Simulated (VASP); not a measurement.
A run of VASP 6.6.1 is set up as follows.

The input INCAR:

```
PREC = Accurate
ENCUT = 600
EDIFF = 1E-7
ISMEAR = -1
SIGMA = 0.05
LREAL = False
LASPH = True
NELM = 150
ALGO = Normal
ISIF = 3
LWAVE = False
LCHARG = False
ISPIN = 2
MAGMOM = 1 0
LORBIT = 11
LMAXMIX = 4
GGA = RP
IBRION = 2
NSW = 60
EDIFFG = -0.01
```

KPOINTS

```
Automatic mesh
0
Gamma
  9 9 9
```

The input POSCAR:

```
AlNi
1.0
    2.8810000000      0.0000000000      0.0000000000
    0.0000000000      2.8810000000      0.0000000000
    0.0000000000      0.0000000000      2.8810000000
Ni Al
1 1
Direct
    0.5000000000      0.5000000000      0.5000000000
    0.0000000000      0.0000000000      0.0000000000
```

Potentials or basis: VASP PAW PBE potentials, release 64 (Ni, Al).

Command:

```sh
$ cat potpaw_PBE.64/Ni/POTCAR potpaw_PBE.64/Al/POTCAR > POTCAR
$ mpirun -np 1 vasp_std > vasp.out
```

**Question.** What does it give for the space group after relaxing (to 0.05 Å)?

**Answer.** Pm-3m (No. 221).

**Question.** Predict the net moment.

**Answer.** 0.00 μB per cell.

Final structure:
```
Ni Al
1.0
     2.91506    0.00000    0.00000
     0.00000    2.91506    0.00000
     0.00000    0.00000    2.91506
Ni Al
1 1
Direct
  0.50000 0.50000 0.50000
  0.00000 0.00000 0.00000
```

 RPBE and its kin give volumes clearly too large for solids.
